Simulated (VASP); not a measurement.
Mg:

```
Mg
1.0
     0.00000    2.26500    2.26500
     2.26500    0.00000    2.26500
     2.26500    2.26500    0.00000
Mg
1
Cartesian
  0.0000 0.0000 0.0000
```

This isn't the form of Mg at room conditions, which is hcp.

```yaml
Program: VASP 6.6.1
Task: relaxation of cell and atoms
Functional: LDA
Potentials_or_basis: VASP PAW LDA potentials, release 64 (Mg)
Cutoff: 600 eV
k_mesh: 9 × 9 × 9
Occupations: fermi-dirac, width 0.05 eV
Spin: no spin polarisation
```

At the start: pressure -2.5 GPa; volume 23.24 Å³/atom.

Question: Where does the relaxation end?

Answer: Over 3 steps the energy falls by 14.1 meV/atom and the volume is 21.60 Å³/atom (-7.1 %); space group Fm-3m (No. 225, to 0.1 Å) before and after.

Step by step:
| step | energy change (eV) | largest force (eV/Å) | pressure (GPa) | volume (Å³) |
| --- | --- | --- | --- | --- |
| 1 | 0.0000 | 0.0000 | -2.55 | 23.24 |
| 2 | -0.0130 | 0.0000 | -0.78 | 22.02 |
| 3 | -0.0141 | 0.0000 | -0.04 | 21.60 |

Final structure:
```xyz
1
Lattice="0.0000 2.2103 2.2103 2.2103 0.0000 2.2103 2.2103 2.2103 0.0000" Properties=species:S:1:pos:R:3 pbc="T T T"
Mg    0.0000    0.0000    0.0000
```
